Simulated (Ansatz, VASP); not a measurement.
**One calculation of TiC, two programs**

INCAR

```
PREC = Accurate ; ENCUT = 520
EDIFF = 1E-6 ; ISMEAR = 0
SIGMA = 0.1 ; LREAL = F
LASPH = T ; NELM = 80
ALGO = Normal ; ISIF = 2
LWAVE = F ; LCHARG = T
GGA = PE ; LELF = T
LVHAR = T ; NBANDS = 24
```

KPOINTS

```
Automatic mesh
0
Gamma
  6 6 4
```

File POSCAR:

```
TiC
1.0
    2.6080585100     -1.5551915600      0.0000000000
    2.6080585100      1.5551915600      0.0000000000
    0.0000000000      0.0000000000      6.8802148900
Ti C
2 2
Direct
    0.5000000000      0.5000000000      0.0000000000
    0.5000000000      0.5000000000      0.5000000000
    0.1185939500      0.8814060500      0.2500000000
    0.8814060500      0.1185939500      0.7500000000
```

Input for Ansatz:

```yaml
crystal:
  lattice:
    - [2.60805851, -1.55519156, 0.0]
    - [2.60805851, 1.55519156, 0.0]
    - [0.0, 0.0, 6.88021489]
  atoms:
    - { symbol: Ti, position: [0.5, 0.5, 0.0] }
    - { symbol: Ti, position: [0.5, 0.5, 0.5] }
    - { symbol: C, position: [0.11859395, 0.88140605, 0.25] }
    - { symbol: C, position: [0.88140605, 0.11859395, 0.75] }
basis:
  ecutwfc: 420
kpoints:
  mp_grid: { grid: [6, 6, 4] }
hamiltonian:
  xc: pbe
scf:
  occupations: { method: gaussian, width: 0.1 }
  lower_state_search: "off"
output:
  forces: true
  stress: true
  eigenvalues: true
```

Alike in both runs: task single point; functional PBE; k mesh 6 × 6 × 4; occupations gaussian, width 0.1 eV; no spin polarisation.

```csv
,VASP,Ansatz
version,VASP 6.6.1,Ansatz 0.2.0
potentials or method,"VASP PAW PBE potentials, release 64 (Ti_sv, C), cutoff 520 eV","scalar-relativistic, plane waves, PAW"
valence electrons in the cell,32,32
```

```tsv
	VASP	Ansatz	Ansatz less VASP
gap on the k mesh at the Fermi level (eV)	none	none	-
pressure (GPa)	-22.2	-22.2	-0.05
traceless stress, the component that is largest in VASP (GPa)	-18.23	-18.46	-0.231
rms of the force components (eV/Å)	0.711	0.703	-0.0081
```

Atom by atom the forces differ by 0.008 eV/Å (rms over components). A gap of «none» marks a metal or a gap that the smearing closes. The functional is the same, so the differences come from potentials, cutoffs and numerics.

The k mesh is coarse, so the values compare programs but aren't converged.
